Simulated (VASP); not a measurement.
# HfB2 (P6/mmm) in VASP: notebook

The runs below take HfB2 through single point, relaxation of cell and atoms, with PBE+D3(BJ), r2SCAN+D4, r2SCAN.

Everything below comes from runs of VASP 6.6.1. Logs are shortened: lines on timing, memory, paths and dates and some standing lists are left out, and cuts for length are marked.

### Step 1. The cell of the first run

It takes space group P6/mmm (No. 191, hexagonal). Conventional cell: a = 3.122 Å, b = 3.122 Å, c = 3.456 Å, α = 90.00°, β = 90.00°, γ = 120.00°. Within 3.3 Å of Hf (site symmetry 6/mmm) lie 12 B at 2.50 Å and 6 Hf at 3.12 Å. B (site symmetry -6m2) has 3 B at 1.80 Å within 2.4 Å.

### Step 2. Single point, PBE+D3(BJ)

INCAR reads:

```
PREC = Accurate
ENCUT = 520
EDIFF = 1E-6
ISMEAR = -1
SIGMA = 0.1
LREAL = F
LASPH = T
NELM = 80
ALGO = Normal
ISIF = 2
LWAVE = F
LCHARG = F
GGA = PE
IVDW = 12
NBANDS = 15
```

KPOINTS reads:

```
regular mesh
0
Gamma
  12 12 10
```

POSCAR reads:

```
HfB2
1.0
    3.1218900875      0.0000000000      0.0000000000
   -1.5609450437      2.7036361236      0.0000000000
    0.0000000000      0.0000000000      3.4562327572
Hf B
1 2
Direct
    0.0000000000      0.0000000000      0.0000000000
    0.3333333333      0.6666666667      0.5000000000
    0.6666666667      0.3333333333      0.5000000000
```

Potentials or basis: VASP PAW PBE potentials, release 64 (Hf_pv, B).

Command:

```
$ cat potpaw_PBE.64/Hf_pv/POTCAR potpaw_PBE.64/B/POTCAR > POTCAR
$ mpirun -np 1 vasp_std > vasp.out
```

OUTCAR:

```text
PREC = Accurate
   ENCUT = 520
   EDIFF = 1E-6
   ISMEAR = -1
   LREAL = F
   LASPH = T
   NELM = 80
   ISIF = 2
   GGA = PE
   IVDW = 12
 IVDW          = 12

 ion  position               nearest neighbor table
   1  0.000  0.000  0.000-   2 2.50   3 2.50   2 2.50   3 2.50   2 2.50   2 2.50   3 2.50   3 2.50
                             3 2.50   3 2.50   2 2.50   2 2.50
   2  0.333  0.667  0.500-   3 1.80   3 1.80   3 1.80   1 2.50   1 2.50   1 2.50   1 2.50   1 2.50
                             1 2.50
   3  0.667  0.333  0.500-   2 1.80   2 1.80   2 1.80   1 2.50   1 2.50   1 2.50   1 2.50   1 2.50
                             1 2.50

  LATTYP: Found a hexagonal cell.
 ALAT       =     3.1218900875
 C/A-ratio  =     1.1070962335

  Lattice vectors:

 A1 = (   3.1218900875,   0.0000000000,   0.0000000000)
 A2 = (  -1.5609450437,   2.7036361236,   0.0000000000)
 A3 = (   0.0000000000,   0.0000000000,   3.4562327572)

Analysis of symmetry for initial positions (statically):
=====================================================================
 Subroutine PRICEL returns:
 Original cell was already a primitive cell.

 Routine SETGRP: Setting up the symmetry group for a
 hexagonal supercell.

 Subroutine GETGRP returns: Found 24 space group operations
 (whereof 24 operations were pure point group operations)
 out of a pool of 24 trial point group operations.

The static configuration has the point symmetry D_6h.

Analysis of symmetry for dynamics (positions and initial velocities):
=====================================================================
 Subroutine PRICEL returns:
 Original cell was already a primitive cell.

 Routine SETGRP: Setting up the symmetry group for a
 hexagonal supercell.

 Subroutine GETGRP returns: Found 24 space group operations
 (whereof 24 operations were pure point group operations)
 out of a pool of 24 trial point group operations.

The dynamic configuration has the point symmetry D_6h.

 Subroutine INISYM returns: Found 24 space group operations
 (whereof 24 operations are pure point group operations),
 and found     1 'primitive' translations

----------------------------------------------------------------------------------------

                                     Primitive cell

  volume of cell :      29.1722

  direct lattice vectors                    reciprocal lattice vectors
     3.121890088  0.000000000  0.000000000     0.320318772  0.184936129  0.000000000
    -1.560945044  2.703636124  0.000000000     0.000000000  0.369872259  0.000000000
     0.000000000  0.000000000  3.456232757     0.000000000  0.000000000  0.289332366

  length of vectors
     3.121890088  3.121890087  3.456232757     0.369872259  0.369872259  0.289332366

  position of ions in fractional coordinates (direct lattice)
     0.000000000  0.000000000  0.000000000
     0.333333333  0.666666667  0.500000000
     0.666666667  0.333333333  0.500000000

  ion indices of the primitive-cell ions
   primitive index   ion index
                 1           1
                 2           2
                 3           3

----------------------------------------------------------------------------------------

 KPOINTS: regular mesh

Automatic generation of k-mesh.
 Grid dimensions read from file:
 generate k-points for:   12   12   10

 Generating k-lattice:

  Cartesian coordinates                     Fractional coordinates (reciprocal lattice)
     0.026693231  0.015411344  0.000000000     0.083333333  0.000000000  0.000000000
     0.000000000  0.030822688  0.000000000     0.000000000  0.083333333  0.000000000
     0.000000000  0.000000000  0.028933237     0.000000000  0.000000000  0.100000000

  Length of vectors
     0.030822688  0.030822688  0.028933237

  Shift w.r.t. Gamma in fractional coordinates (k-lattice)
     0.000000000  0.000000000  0.000000000

 Subroutine IBZKPT returns following result:
 ===========================================

 Found    114 irreducible k-points:

 Following reciprocal coordinates:
            Coordinates               Weight
  0.000000  0.000000  0.000000      1.000000
  0.083333 -0.000000  0.000000      6.000000
  0.166667 -0.000000  0.000000      6.000000
  0.250000 -0.000000  0.000000      6.000000
  0.333333 -0.000000  0.000000      6.000000
  0.416667 -0.000000  0.000000      6.000000
[... 16 lines left out ...]
  0.250000 -0.000000  0.100000     12.000000
  0.333333 -0.000000  0.100000     12.000000
 [... further k-points ...]
   k-points           NKPTS =    114   k-points in BZ     NKDIM =    114   number of bands    NBANDS=     15
   number of dos      NEDOS =    301   number of ions     NIONS =      3
   total plane-waves  NPLWV =  16128
   dimension x,y,z NGX =    24 NGY =   24 NGZ =   28
   dimension x,y,z NGXF=    48 NGYF=   48 NGZF=   56
   ions per type =               1   2
   NGX,Y,Z   is equivalent  to a cutoff of  12.78, 12.78, 13.47 a.u.
   NGXF,Y,Z  is equivalent  to a cutoff of  25.56, 25.56, 26.94 a.u.
 SYSTEM =  unknown system
   PREC   = accura    normal or accurate (medium, high low for compatibility)
   ISTART =      0    job   : 0-new  1-cont  2-samecut
   ICHARG =      2    charge: 1-file 2-atom 10-const
   ISPIN  =      1    spin polarized calculation?
   LNONCOLLINEAR =      F non collinear calculations
   LSORBIT =      F    spin-orbit coupling
   LASPH  =      T    aspherical Exc in radial PAW
   ENCUT  =  520.0 eV  38.22 Ry    6.18 a.u.   5.80  5.80  6.43*2*pi/ulx,y,z
   NELM   =     80;   NELMIN=  2; NELMDL= -5     # of ELM steps
   EDIFF  = 0.1E-05   stopping-criterion for ELM
   LREAL  =      F    real-space projection
   EDIFFG = 0.1E-04   stopping-criterion for IOM
   NSW    =      0    number of steps for IOM
   IBRION =     -1    ionic relax: 0-MD 1-quasi-New 2-CG
   NFREE  =      0    steps in history (QN), initial steepest desc. (CG)
   ISIF   =      2    stress and relaxation
   ISYM   =      2    0-nonsym 1-usesym 2-fastsym
   POTIM  = 0.5000    time-step for ionic-motion
   TEBEG  =    0.0;   TEEND  =   0.0 temperature during run
   PSTRESS=    0.0 pullay stress
   NELECT =      16.0000    total number of electrons
   NUPDOWN=      -1.0000    fix difference up-down
   EMIN   =  10.00;   EMAX   =-10.00  energy-range for DOS
   EFERMI =   0.00;   METHOD = LEGACY
   ISMEAR =    -1;   SIGMA  =   0.10  broadening in eV -4-tet -1-fermi 0-gaus
   EFERMI_NEDOS =   21; number of points for ismear=-14 and -15
   IALGO  =     38    algorithm
   IMIX   =      4    mixing-type and parameters
     AMIX     =   0.40;   BMIX     =  1.00
     AMIX_MAG =   1.60;   BMIX_MAG =  1.00
  volume/ion in A,a.u.               =       9.72        65.62
  Fermi-wavevector in a.u.,A,eV,Ry     =   1.340063  2.532352 24.432918  1.795769
  Thomas-Fermi vector in A             =   2.468405
   LORBIT       =      0    0 simple, 1 ext, 2 COOP (PROOUT), +10 PAW based schemes
   GGA     = PE    functional components
   LHFCALC =     F    Hartree Fock is set to
   AEXX    =    0.0000 exact exchange contribution
   IVDW    =    12    specifies the selected vdW correction
   LEPSILON=     F    determine dielectric tensor
   LRPA    =     F    only Hartree local field effects (RPA)
 non-spin polarized calculation
  energy-cutoff  :      520.00
  volume of cell :       29.17
 maximum number of plane-waves:       800
 NGX is ok and might be reduce to    24
   NGX = 11   NGY = 11   NGZ = 13

 number of electron      15.9999999 magnetization

 Free energy of the ion-electron system (eV)
  ---------------------------------------------------
  ext. energy  EPLUGINS =         0.00000000
  ---------------------------------------------------
  free energy    TOTEN  =       -26.39494217 eV

  energy without entropy =      -26.38658595  energy(sigma->0) =      -26.39076406

 E-fermi :   7.9066     XC(G=0): -12.6836

 val. band max:        7.7817080846   @ k =   0.1667   0.1667   0.2000
 cond. band min:       7.9648518360   @ k =   0.0833   0.0833   0.3000
 fundamental gap:      0.1831437514
 Fermi energy:         7.9065815595

 k-point     1 :       0.0000    0.0000    0.0000
  band No.  band energies     occupation
      1     -22.7581      2.00000
      2     -22.2393      2.00000
      3     -22.2393      2.00000
      4      -6.0416      2.00000
      5       4.7714      2.00000
      6       4.8733      2.00000
      7       4.8733      2.00000
      8       5.0513      2.00000
      9      11.9352      0.00000
     10      11.9352      0.00000
     11      12.5874      0.00000
     12      12.5874      0.00000
     13      12.8801      0.00000
     14      12.8801      0.00000
     15      12.9316      0.00000

 k-point     2 :       0.0833   -0.0000    0.0000
  band No.  band energies     occupation
      1     -22.7487      2.00000
      2     -22.2973      2.00000
      3     -22.2520      2.00000
      4      -5.8885      2.00000
      5       4.4470      2.00000
      6       4.8668      2.00000
      7       4.9149      2.00000
      8       4.9250      2.00000
      9      11.4362      0.00000
     10      11.8268      0.00000
     11      11.8767      0.00000
     12      12.1277      0.00000
     13      13.4017      0.00000
     14      13.7844      0.00000
     15      14.0340      0.00000
[... 365 lines left out ...]
      3     -22.3313      2.00000
      4      -4.6343      2.00000
      5       2.1404      2.00000
      6       3.9051      2.00000
      7       4.6302      2.00000
      8       5.7385      2.00000
      9       9.7843      0.00000
     10      10.6715      0.00000
     11      11.8428      0.00000
     12      12.5719      0.00000
     13      14.2623      0.00000
     14      15.5045      0.00000
     15      17.0394      0.00000

 k-point    24 :       0.3333   -0.0000    0.1000
  band No.  band energies     occupation
      1     -22.8522      2.00000
      2     -22.6772      2.00000
      3     -22.3776      2.00000
      4      -3.7834      2.00000
      5       0.8323      2.00000
      6       3.8770      2.00000
      7       4.3967      2.00000
      8       5.3670      2.00000
      9      10.1031      0.00000
     10      10.9191      0.00000
     11      11.3589      0.00000
     12      12.8330      0.00000
     13      14.6113      0.00000
     14      16.3968      0.00000
     15      18.9887      0.00000

 [... further k-points ...]

------------------------ aborting loop because EDIFF is reached ----------------------------------------

 Edisp (eV)   -1.10576

 E8    (eV) :    -0.4977

  FORCE on cell =-STRESS in cart. coord.  units (eV):
  Direction    XX          YY          ZZ          XY          YZ          ZX
  --------------------------------------------------------------------------------------
  -------------------------------------------------------------------------------------
  Total      -0.08295    -0.08295    -0.01789    -0.00000     0.00000     0.00000
  in kB      -4.55571    -4.55571    -0.98272    -0.00000     0.00000     0.00000
  external pressure =       -3.36 kB  Pullay stress =        0.00 kB

 VOLUME and BASIS-vectors are now :
 -----------------------------------------------------------------------------
  energy-cutoff  :      520.00
  volume of cell :       29.17
      direct lattice vectors                 reciprocal lattice vectors
     3.121890088  0.000000000  0.000000000     0.320318772  0.184936129  0.000000000
    -1.560945044  2.703636124  0.000000000     0.000000000  0.369872259  0.000000000
     0.000000000  0.000000000  3.456232757     0.000000000  0.000000000  0.289332366

 POSITION                                       TOTAL-FORCE (eV/Angst)
 -----------------------------------------------------------------------------------
      0.00000      0.00000      0.00000        -0.000000      0.000000      0.000000
     -0.00000      1.80242      1.72812        -0.000000      0.000000      0.000000
      1.56095      0.90121      1.72812         0.000000      0.000000      0.000000
 -----------------------------------------------------------------------------------
    total drift:                               -0.000000      0.000000      0.000000

  FREE ENERGIE OF THE ION-ELECTRON SYSTEM (eV)
  ---------------------------------------------------
  free  energy   TOTEN  =       -27.5007049978 eV

  energy  without entropy=      -27.4923487811  energy(sigma->0) =      -27.49652689
```

It took 38 s on 1 thread of AMD EPYC 7R43 (Zen 3), shared host; peak memory 0.15 GiB.

What came out:

| Item | Value |
| --- | --- |
| Free energy | -27.5007 eV |
| Pressure | -0.3 GPa |
| Band gap on the k mesh | zero (bands 8 and 9 overlap by 1.34 eV) |
| Dispersion energy per atom | -0.369 eV |

Stress tensor (GPa, compression positive):
```
-0.46  0.00  0.00
 0.00 -0.46  0.00
 0.00  0.00 -0.10
```

Caveat: spin-orbit coupling is left out, which moves the levels of the heavy elements.

### Step 3. Single point, r2SCAN+D4

This run uses another cell than the first one, of 9.80 Å³/atom.

POSCAR reads:

```
HfB2
1.0
    3.1304090101      0.0000000000      0.0000000000
   -1.5652045050      2.7110137270      0.0000000000
    0.0000000000      0.0000000000      3.4645730016
Hf B
1 2
Direct
    0.0000000000      0.0000000000      0.0000000000
    0.3333333333      0.6666666667      0.5000000000
    0.6666666667      0.3333333333      0.5000000000
```

INCAR.step1 reads:

```
SYSTEM = HfB2
ALGO = Normal
EDIFF = 1E-4
ENCUT = 520
GGA = PE
ISMEAR = -1
LASPH = .TRUE.
LCHARG = .FALSE.
LREAL = .FALSE.
LWAVE = .TRUE.
NBANDS = 15
NELM = 100
PREC = Accurate
SIGMA = 0.1
```

INCAR.step2 reads:

```
SYSTEM = HfB2
ALGO = Normal
EDIFF = 1E-6
ENCUT = 520
ISIF = 2
ISMEAR = -1
ISTART = 1
IVDW = 13
LASPH = .TRUE.
LCHARG = .FALSE.
LMIXTAU = .TRUE.
LREAL = .FALSE.
LWAVE = .FALSE.
METAGGA = R2SCAN
NBANDS = 15
NELM = 100
PREC = Accurate
SIGMA = 0.1
VDW_A1 = 0.51559235
VDW_A2 = 5.77342911
VDW_S6 = 1.0
VDW_S8 = 0.6018749
```

KPOINTS reads:

```
k-points
0
G
  12 12 10
  0 0 0
```

Potentials or basis: VASP PAW PBE potentials, release 64 (Hf_pv, B).

Command:

```
$ cat potpaw_PBE.64/Hf_pv/POTCAR potpaw_PBE.64/B/POTCAR > POTCAR
$ cp INCAR.step1 INCAR
$ mpirun -np 1 vasp_std > vasp.out
$ cp INCAR.step2 INCAR
$ mpirun -np 1 vasp_std > vasp.out
```

OUTCAR:

```text
SYSTEM = HfB2
   EDIFF = 1E-6
   ENCUT = 520
   ISIF = 2
   ISMEAR = -1
   ISTART = 1
   IVDW = 13
   LASPH = .TRUE.
   LREAL = .FALSE.
   METAGGA = R2SCAN
   NELM = 100
   PREC = Accurate

 ion  position               nearest neighbor table
   1  0.000  0.000  0.000-   2 2.50   3 2.50   2 2.50   3 2.50   2 2.50   2 2.50   3 2.50   3 2.50
                             3 2.50   3 2.50   2 2.50   2 2.50
   2  0.333  0.667  0.500-   3 1.81   3 1.81   3 1.81   1 2.50   1 2.50   1 2.50   1 2.50   1 2.50
                             1 2.50
   3  0.667  0.333  0.500-   2 1.81   2 1.81   2 1.81   1 2.50   1 2.50   1 2.50   1 2.50   1 2.50
                             1 2.50

  LATTYP: Found a hexagonal cell.
 ALAT       =     3.1304090101
 C/A-ratio  =     1.1067477095

  Lattice vectors:

 A1 = (   3.1304090101,   0.0000000000,   0.0000000000)
 A2 = (  -1.5652045050,   2.7110137270,   0.0000000000)
 A3 = (   0.0000000000,   0.0000000000,   3.4645730016)

Analysis of symmetry for initial positions (statically):
=====================================================================
 Subroutine PRICEL returns:
 Original cell was already a primitive cell.

 Routine SETGRP: Setting up the symmetry group for a
 hexagonal supercell.

 Subroutine GETGRP returns: Found 24 space group operations
 (whereof 24 operations were pure point group operations)
 out of a pool of 24 trial point group operations.

The static configuration has the point symmetry D_6h.

Analysis of symmetry for dynamics (positions and initial velocities):
=====================================================================
 Subroutine PRICEL returns:
 Original cell was already a primitive cell.

 Routine SETGRP: Setting up the symmetry group for a
 hexagonal supercell.

 Subroutine GETGRP returns: Found 24 space group operations
 (whereof 24 operations were pure point group operations)
 out of a pool of 24 trial point group operations.

The dynamic configuration has the point symmetry D_6h.

 Subroutine INISYM returns: Found 24 space group operations
 (whereof 24 operations are pure point group operations),
[... 130 lines left out ...]
  energy-cutoff  :      520.00
  volume of cell :       29.40
 maximum number of plane-waves:       808
 NGX is ok and might be reduce to    24
   NGX = 11   NGY = 11   NGZ = 13

 number of electron      15.9999998 magnetization

 Free energy of the ion-electron system (eV)
  ---------------------------------------------------
  ext. energy  EPLUGINS =         0.00000000
  ---------------------------------------------------
  free energy    TOTEN  =       -63.09458893 eV

  energy without entropy =      -63.08634650  energy(sigma->0) =      -63.09046771

 E-fermi :   7.9146     XC(G=0): -13.6047

 val. band max:        7.8023051579   @ k =   0.1667   0.1667   0.2000
 cond. band min:       7.9574582731   @ k =   0.0833   0.0833   0.3000
 fundamental gap:      0.1551531152
 Fermi energy:         7.9146498831

 k-point     1 :       0.0000    0.0000    0.0000
  band No.  band energies     occupation
      1     -24.0408      2.00000
      2     -23.5194      2.00000
      3     -23.5194      2.00000
      4      -6.9393      2.00000
      5       4.6735      2.00000
      6       4.7142      2.00000
      7       4.7142      2.00000
      8       4.7369      2.00000
      9      12.0830      0.00000
     10      12.0830      0.00000
     11      12.8127      0.00000
     12      12.8127      0.00000
     13      12.9578      0.00000
     14      13.0045      0.00000
[... 401 lines left out ...]
      2     -23.9578      2.00000
      3     -23.6566      2.00000
      4      -4.5766      2.00000
      5       0.3262      2.00000
      6       3.5961      2.00000
      7       4.1515      2.00000
      8       5.2694      2.00000
      9      10.1548      0.00000
     10      11.0232      0.00000
     11      11.4656      0.00000
     12      12.9934      0.00000
     13      14.8976      0.00000
     14      16.6912      0.00000
     15      19.3912      0.00000

 [... further k-points ...]

------------------------ aborting loop because EDIFF is reached ----------------------------------------

  DFT-D4 for vdW energy calculation

  Edisp (eV):   -0.34481

  FORCE on cell =-STRESS in cart. coord.  units (eV):
  Direction    XX          YY          ZZ          XY          YZ          ZX
  --------------------------------------------------------------------------------------
  -------------------------------------------------------------------------------------
  Total      -0.12238    -0.12238    -0.09034    -0.00000    -0.00000    -0.00000
  in kB      -6.66867    -6.66867    -4.92262    -0.00000    -0.00000    -0.00000
  external pressure =       -6.09 kB  Pullay stress =        0.00 kB

 VOLUME and BASIS-vectors are now :
 -----------------------------------------------------------------------------
  energy-cutoff  :      520.00
  volume of cell :       29.40
      direct lattice vectors                 reciprocal lattice vectors
     3.130409010  0.000000000  0.000000000     0.319447074  0.184432854  0.000000000
    -1.565204505  2.711013727  0.000000000     0.000000000  0.368865709  0.000000000
     0.000000000  0.000000000  3.464573002     0.000000000  0.000000000  0.288635858

 POSITION                                       TOTAL-FORCE (eV/Angst)
 -----------------------------------------------------------------------------------
      0.00000      0.00000      0.00000         0.000000      0.000000      0.000000
     -0.00000      1.80734      1.73229        -0.000000      0.000000     -0.000000
      1.56520      0.90367      1.73229         0.000000     -0.000000      0.000000
 -----------------------------------------------------------------------------------
    total drift:                               -0.000000      0.000000      0.000000

  FREE ENERGIE OF THE ION-ELECTRON SYSTEM (eV)
  ---------------------------------------------------
  free  energy   TOTEN  =       -63.4393982890 eV

  energy  without entropy=      -63.4311558610  energy(sigma->0) =      -63.43527708
```

Run time: 3.3 min. Hardware: 1 thread of AMD EPYC 7R43 (Zen 3), shared host; peak memory 0.15 GiB.

What came out:

```
Free energy                : -63.4394 eV
Pressure                   : -0.6 GPa
Band gap on the k mesh     : zero (bands 8 and 9 overlap by 1.48 eV)
Dispersion energy per atom : -0.115 eV
```

Caveat: the PAW data sets were made with another functional, which shifts forces and pressure a little; spin-orbit coupling is left out, which moves the levels of the heavy elements.

(Part 1 of 3 ends here.)
